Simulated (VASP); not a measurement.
Here is a VASP 6.6.1 calculation.

Contents of INCAR:

```
SYSTEM = Ta
  PREC = Accurate
  ENCUT = 520
  EDIFF = 1E-8
  ISMEAR = -1
  SIGMA = 0.08
  LREAL = .FALSE.
  LASPH = .TRUE.
  NELM = 100
  ALGO = Normal
  ISIF = 2
  LWAVE = .FALSE.
  LCHARG = .FALSE.
  GGA = PS
  LEFG = .TRUE.
  NBANDS = 12
```

File KPOINTS:

```
regular mesh
0
G
  17 17 17
  0 0 0
```

Contents of POSCAR:

```
Ta
1.0
   -1.6347672000      1.6347672000      1.6512800000
    1.6347672000     -1.6347672000      1.6512800000
    1.6347672000      1.6347672000     -1.6512800000
Ta
1
Direct
    0.0000000000      0.0000000000      0.0000000000
```

Potentials or basis: VASP PAW PBE potentials, release 64 (Ta_pv).

Launch:

```console
$ cat potpaw_PBE.64/Ta_pv/POTCAR > POTCAR
$ mpirun -np 1 vasp_std > vasp.out
```

(1) Estimate the pressure.

Results:

(1) 0.5 GPa.

Caveat: the cell differs from its parent crystal (equal xx and yy strain of -1 %); without QUAD_EFG the Cq values of the log hold for a quadrupole moment of 1 mb, not for the nuclei; the PAW data sets were made with another functional, which shifts forces and pressure a little.
